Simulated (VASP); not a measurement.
# Si7Ge (P-42m) in VASP: a series of runs

Si7Ge is run at these levels: PBEsol; tasks: single point.

Program: VASP 6.6.1. These are calculated values, not measurements. Logs are shortened: lines on timing, memory, paths and dates and some standing lists are left out, and cuts for length are marked.

**1. The cell of the first run**

It takes space group P-42m (No. 111, tetragonal). Conventional cell: a = 5.459 Å, b = 5.459 Å, c = 4.913 Å, α = 90.00°, β = 90.00°, γ = 90.00°. Si (site symmetry m) has 3 Si at 2.28 Å and 1 Ge at 2.31 Å within 3.0 Å. Within 3.0 Å of Si (site symmetry 222) lie 4 Si at 2.28 Å. Si (site symmetry -42m) has 4 Si at 2.28 Å within 3.0 Å. Ge (site symmetry -42m) has 4 Si at 2.31 Å within 3.1 Å.

**2. Single point, PBEsol (strain -0.1000 x Voigt [0, 1, 0, 0, 0, 0])**

INCAR reads:

```
ALGO = Normal
EDIFF = 1E-7
ENCUT = 520
GGA = PS
ISIF = 2
ISMEAR = 0
LASPH = T
LCHARG = T
LELF = T
LREAL = F
LVHAR = T
LWAVE = F
NBANDS = 31
NELM = 80
PREC = Accurate
SIGMA = 0.03
```

KPOINTS reads:

```
k-points
0
Gamma
  6 6 6
```

POSCAR reads:

```
Si7Ge
1.0
    5.4591768144      0.0000000000      0.0000000000
    0.0000000000      4.9132591330      0.0000000000
    0.0000000000      0.0000000000      5.4591768144
Si Ge
7 1
Direct
    0.2525976817      0.2525976817      0.2525976817
    0.0000000000      0.5000000000      0.5000000000
    0.5000000000      0.5000000000      0.0000000000
    0.5000000000      0.0000000000      0.5000000000
    0.7474023183      0.2525976817      0.7474023183
    0.7474023183      0.7474023183      0.2525976817
    0.2525976817      0.7474023183      0.7474023183
    0.0000000000      0.0000000000      0.0000000000
```

Potentials or basis: VASP PAW PBE potentials, release 64 (Si, Ge_d).

The run is started by

```sh
$ cat potpaw_PBE.64/Si/POTCAR potpaw_PBE.64/Ge_d/POTCAR > POTCAR
$ mpirun -np 1 vasp_std > vasp.out
```

OUTCAR:

```text
EDIFF = 1E-7
   ENCUT = 520
   GGA = PS
   ISIF = 2
   ISMEAR = 0
   LASPH = T
   LREAL = F
   NELM = 80
   PREC = Accurate

 ion  position               nearest neighbor table
   1  0.253  0.253  0.253-   4 2.28   3 2.28   2 2.28   8 2.31
   2  0.000  0.500  0.500-   1 2.28   5 2.28   6 2.28   7 2.28
   3  0.500  0.500  0.000-   1 2.28   5 2.28   6 2.28   7 2.28
   4  0.500  0.000  0.500-   1 2.28   5 2.28   6 2.28   7 2.28
   5  0.747  0.253  0.747-   4 2.28   3 2.28   2 2.28   8 2.31
   6  0.747  0.747  0.253-   4 2.28   3 2.28   2 2.28   8 2.31
   7  0.253  0.747  0.747-   4 2.28   3 2.28   2 2.28   8 2.31
   8  0.000  0.000  0.000-   1 2.31   5 2.31   6 2.31   7 2.31

  LATTYP: Found a simple tetragonal cell.
 ALAT       =     5.4591768144
 C/A-ratio  =     0.9000000000

  Lattice vectors:

 A1 = (  -5.4591768144,   0.0000000000,   0.0000000000)
 A2 = (   0.0000000000,   0.0000000000,   5.4591768144)
 A3 = (   0.0000000000,   4.9132591330,   0.0000000000)

Analysis of symmetry for initial positions (statically):
=====================================================================
 Subroutine PRICEL returns:
 Original cell was already a primitive cell.

 Routine SETGRP: Setting up the symmetry group for a
 simple tetragonal supercell.

 Subroutine GETGRP returns: Found  8 space group operations
 (whereof  8 operations were pure point group operations)
 out of a pool of 16 trial point group operations.

The static configuration has the point symmetry D_2d.

Analysis of symmetry for dynamics (positions and initial velocities):
=====================================================================
 Subroutine PRICEL returns:
 Original cell was already a primitive cell.

 Routine SETGRP: Setting up the symmetry group for a
 simple tetragonal supercell.

 Subroutine GETGRP returns: Found  8 space group operations
 (whereof  8 operations were pure point group operations)
 out of a pool of 16 trial point group operations.

The dynamic configuration has the point symmetry D_2d.

 Subroutine INISYM returns: Found  8 space group operations
 (whereof  8 operations are pure point group operations),
 and found     1 'primitive' translations

----------------------------------------------------------------------------------------

                                     Primitive cell

  volume of cell :     146.4280

  direct lattice vectors                    reciprocal lattice vectors
     5.459176814  0.000000000  0.000000000     0.183177800  0.000000000  0.000000000
     0.000000000  4.913259133  0.000000000     0.000000000  0.203530889  0.000000000
     0.000000000  0.000000000  5.459176814     0.000000000  0.000000000  0.183177800

  length of vectors
     5.459176814  4.913259133  5.459176814     0.183177800  0.203530889  0.183177800

  position of ions in fractional coordinates (direct lattice)
     0.252597682  0.252597682  0.252597682
     0.000000000  0.500000000  0.500000000
     0.500000000  0.500000000  0.000000000
     0.500000000  0.000000000  0.500000000
     0.747402318  0.252597682  0.747402318
     0.747402318  0.747402318  0.252597682
     0.252597682  0.747402318  0.747402318
     0.000000000  0.000000000  0.000000000

  ion indices of the primitive-cell ions
   primitive index   ion index
                 1           1
                 2           2
                 3           3
                 4           4
                 5           5
                 6           6
                 7           7
                 8           8

----------------------------------------------------------------------------------------

 KPOINTS: k-points

Automatic generation of k-mesh.
 Grid dimensions read from file:
 generate k-points for:    6    6    6

 Generating k-lattice:

  Cartesian coordinates                     Fractional coordinates (reciprocal lattice)
     0.030529633  0.000000000  0.000000000     0.166666667  0.000000000  0.000000000
     0.000000000  0.033921815  0.000000000     0.000000000  0.166666667  0.000000000
     0.000000000  0.000000000  0.030529633     0.000000000  0.000000000  0.166666667

  Length of vectors
     0.030529633  0.033921815  0.030529633

  Shift w.r.t. Gamma in fractional coordinates (k-lattice)
     0.000000000  0.000000000  0.000000000

 Subroutine IBZKPT returns following result:
 ===========================================

 Found     40 irreducible k-points:

 Following reciprocal coordinates:
            Coordinates               Weight
  0.000000  0.000000  0.000000      1.000000
  0.166667  0.000000  0.000000      4.000000
  0.333333  0.000000  0.000000      4.000000
  0.500000  0.000000  0.000000      2.000000
  0.000000  0.166667  0.000000      2.000000
  0.166667  0.166667  0.000000      8.000000
[... 16 lines left out ...]
  0.166667  0.333333  0.166667      8.000000
  0.333333  0.333333  0.166667     16.000000
 [... further k-points ...]
   k-points           NKPTS =     40   k-points in BZ     NKDIM =     40   number of bands    NBANDS=     31
   number of dos      NEDOS =    301   number of ions     NIONS =      8
   total plane-waves  NPLWV =  70560
   dimension x,y,z NGX =    42 NGY =   40 NGZ =   42
   dimension x,y,z NGXF=    84 NGYF=   80 NGZF=   84
   ions per type =               7   1
   NGX,Y,Z   is equivalent  to a cutoff of  12.79, 13.53, 12.79 a.u.
   NGXF,Y,Z  is equivalent  to a cutoff of  25.58, 27.07, 25.58 a.u.
 SYSTEM =  unknown system
   PREC   = accura    normal or accurate (medium, high low for compatibility)
   ISTART =      0    job   : 0-new  1-cont  2-samecut
   ICHARG =      2    charge: 1-file 2-atom 10-const
   ISPIN  =      1    spin polarized calculation?
   LNONCOLLINEAR =      F non collinear calculations
   LSORBIT =      F    spin-orbit coupling
   LASPH  =      T    aspherical Exc in radial PAW
   ENCUT  =  520.0 eV  38.22 Ry    6.18 a.u.  10.15  9.14 10.15*2*pi/ulx,y,z
   NELM   =     80;   NELMIN=  2; NELMDL= -5     # of ELM steps
   EDIFF  = 0.1E-06   stopping-criterion for ELM
   LREAL  =      F    real-space projection
   EDIFFG = 0.1E-05   stopping-criterion for IOM
   NSW    =      0    number of steps for IOM
   IBRION =     -1    ionic relax: 0-MD 1-quasi-New 2-CG
   NFREE  =      0    steps in history (QN), initial steepest desc. (CG)
   ISIF   =      2    stress and relaxation
   ISYM   =      2    0-nonsym 1-usesym 2-fastsym
   POTIM  = 0.5000    time-step for ionic-motion
   TEBEG  =    0.0;   TEEND  =   0.0 temperature during run
   PSTRESS=    0.0 pullay stress
   NELECT =      42.0000    total number of electrons
   NUPDOWN=      -1.0000    fix difference up-down
   EMIN   =  10.00;   EMAX   =-10.00  energy-range for DOS
   EFERMI =   0.00;   METHOD = LEGACY
   ISMEAR =     0;   SIGMA  =   0.03  broadening in eV -4-tet -1-fermi 0-gaus
   EFERMI_NEDOS =   21; number of points for ismear=-14 and -15
   IALGO  =     38    algorithm
   IMIX   =      4    mixing-type and parameters
     AMIX     =   0.40;   BMIX     =  1.00
     AMIX_MAG =   1.60;   BMIX_MAG =  1.00
  volume/ion in A,a.u.               =      18.30       123.52
  Fermi-wavevector in a.u.,A,eV,Ry     =   1.079651  2.040244 15.859571  1.165646
  Thomas-Fermi vector in A             =   2.215621
   LORBIT       =      0    0 simple, 1 ext, 2 COOP (PROOUT), +10 PAW based schemes
   GGA     = PS    functional components
   LHFCALC =     F    Hartree Fock is set to
   AEXX    =    0.0000 exact exchange contribution
   IVDW    =     0    specifies the selected vdW correction
   LEPSILON=     F    determine dielectric tensor
   LRPA    =     F    only Hartree local field effects (RPA)
 non-spin polarized calculation
 Gauss-broadening in eV      SIGMA  =   0.03
  energy-cutoff  :      520.00
  volume of cell :      146.43
 maximum number of plane-waves:      4000
 NGX is ok and might be reduce to    42
   NGX = 21   NGY = 19   NGZ = 21

 number of electron      42.0000021 magnetization

 Free energy of the ion-electron system (eV)
  ---------------------------------------------------
  ext. energy  EPLUGINS =         0.00000000
  ---------------------------------------------------
  free energy    TOTEN  =       -44.32994337 eV

  energy without entropy =      -44.32921530  energy(sigma->0) =      -44.32957934

 E-fermi :   6.8194     XC(G=0): -10.0767

 val. band max:        6.6890180333   @ k =   0.1667   0.0000   0.0000
 cond. band min:       6.8271398651   @ k =   0.1667   0.0000   0.1667
 fundamental gap:      0.1381218319
 Fermi energy:         6.8194044690

 k-point     1 :       0.0000    0.0000    0.0000
  band No.  band energies     occupation
      1     -17.4529      2.00000
      2     -17.4505      2.00000
      3     -17.4505      2.00000
      4     -17.4201      2.00000
      5     -17.4123      2.00000
      6      -6.0985      2.00000
[... 23 lines left out ...]
     30       9.5377      0.00000
     31      10.7749      0.00000

 k-point     2 :       0.1667    0.0000    0.0000
  band No.  band energies     occupation
      1     -17.4529      2.00000
      2     -17.4505      2.00000
      3     -17.4505      2.00000
      4     -17.4201      2.00000
      5     -17.4122      2.00000
      6      -5.9750      2.00000
[... 23 lines left out ...]
     30      10.2921      0.00000
     31      11.3557      0.00000

 k-point     3 :       0.3333    0.0000    0.0000
  band No.  band energies     occupation
      1     -17.4530      2.00000
      2     -17.4505      2.00000
      3     -17.4505      2.00000
      4     -17.4201      2.00000
      5     -17.4122      2.00000
      6      -5.6077      2.00000
[... 23 lines left out ...]
     30      11.0356      0.00000
     31      11.7598      0.00000

 k-point     4 :       0.5000    0.0000    0.0000
  band No.  band energies     occupation
      1     -17.4530      2.00000
      2     -17.4505      2.00000
      3     -17.4505      2.00000
      4     -17.4201      2.00000
      5     -17.4121      2.00000
      6      -5.0953      2.00000
[... 23 lines left out ...]
     30      11.6946      0.00000
     31      11.7173      0.00000

 k-point     5 :       0.0000    0.1667    0.0000
  band No.  band energies     occupation
      1     -17.4529      2.00000
      2     -17.4505      2.00000
      3     -17.4505      2.00000
      4     -17.4200      2.00000
      5     -17.4123      2.00000
      6      -5.9494      2.00000
[... 23 lines left out ...]
     30      10.1815      0.00000
     31      11.4171      0.00000
[... 542 lines left out ...]
     30      11.2431      0.00000
     31      11.7949      0.00000

 k-point    22 :       0.5000    0.1667    0.1667
  band No.  band energies     occupation
      1     -17.4530      2.00000
      2     -17.4506      2.00000
      3     -17.4505      2.00000
      4     -17.4199      2.00000
      5     -17.4121      2.00000
      6      -4.8505      2.00000
[... 23 lines left out ...]
     30      11.0298      0.00000
     31      11.2455      0.00000

 k-point    23 :       0.1667    0.3333    0.1667
  band No.  band energies     occupation
      1     -17.4530      2.00000
      2     -17.4507      2.00000
      3     -17.4507      2.00000
      4     -17.4197      2.00000
      5     -17.4122      2.00000
      6      -5.2718      2.00000
[... 23 lines left out ...]
     30      11.7871      0.00000
     31      12.6276      0.00000

 k-point    24 :       0.3333    0.3333    0.1667
  band No.  band energies     occupation
      1     -17.4530      2.00000
      2     -17.4507      2.00000
      3     -17.4507      2.00000
      4     -17.4197      2.00000
      5     -17.4121      2.00000
      6      -4.9280      2.00000
[... 23 lines left out ...]
     30      11.5471      0.00000
     31      11.7378      0.00000

 [... further k-points ...]

------------------------ aborting loop because EDIFF is reached ----------------------------------------

  FORCE on cell =-STRESS in cart. coord.  units (eV):
  Direction    XX          YY          ZZ          XY          YZ          ZX
  --------------------------------------------------------------------------------------
  -------------------------------------------------------------------------------------
  Total        8.3502932     14.2946987      8.3502932      0.0000000      0.0000000      0.0000000
  in kB       91.3667795    156.4089488     91.3667795      0.0000000      0.0000000      0.0000000
  external PRESSURE =     113.0475026 kB  Pullay stress =       0.0000000 kB

 VOLUME and BASIS-vectors are now :
 -----------------------------------------------------------------------------
  energy-cutoff  :      520.00
  volume of cell :      146.43
      direct lattice vectors                 reciprocal lattice vectors
     5.459176814  0.000000000  0.000000000     0.183177800  0.000000000  0.000000000
     0.000000000  4.913259133  0.000000000     0.000000000  0.203530889  0.000000000
     0.000000000  0.000000000  5.459176814     0.000000000  0.000000000  0.183177800

 POSITION                                       TOTAL-FORCE (eV/Angst)
 -----------------------------------------------------------------------------------
      1.37898      1.24108      1.37898        -0.015148      0.047452     -0.015148
      0.00000      2.45663      2.72959        -0.000000      0.000000      0.000000
      2.72959      2.45663      0.00000        -0.000000      0.000000      0.000000
      2.72959      0.00000      2.72959        -0.000000      0.000000      0.000000
      4.08020      1.24108      4.08020         0.015148      0.047452      0.015148
      4.08020      3.67218      1.37898         0.015148     -0.047452     -0.015148
      1.37898      3.67218      4.08020        -0.015148     -0.047452      0.015148
      0.00000      0.00000      0.00000        -0.000000      0.000000      0.000000
 -----------------------------------------------------------------------------------
    total drift:                                0.000000     -0.000000      0.000000

  FREE ENERGIE OF THE ION-ELECTRON SYSTEM (eV)
  ---------------------------------------------------
  free  energy   TOTEN  =       -44.3299433747 eV

  energy  without entropy=      -44.3292153037  energy(sigma->0) =      -44.32957934
```

It took 3.8 min on 1 thread of Intel Xeon 8259CL, shared host; peak memory 0.34 GiB.

Results:

```yaml
Free_energy: -44.3299 eV
Pressure: 11.3 GPa
Largest_force: 0.052 eV/Å
Band_gap_on_the_k_mesh: zero (bands 21 and 22 overlap by 0.34 eV)
```

Forces on the atoms (eV/Å):
```
Si  -0.015  0.047 -0.015
Si   0.000  0.000  0.000
Si   0.000  0.000  0.000
Si   0.000  0.000  0.000
Si   0.015  0.047  0.015
Si   0.015 -0.047 -0.015
Si  -0.015 -0.047  0.015
Ge   0.000  0.000  0.000
```

Caveat: the cell differs from its parent crystal (strain -0.1000 x Voigt [0, 1, 0, 0, 0, 0]); the cell stands under pressure; semilocal functionals underestimate gaps, so a narrow gap can read as zero; the PAW data sets were made with another functional, which shifts forces and pressure a little.

[end of part 1 of 3]
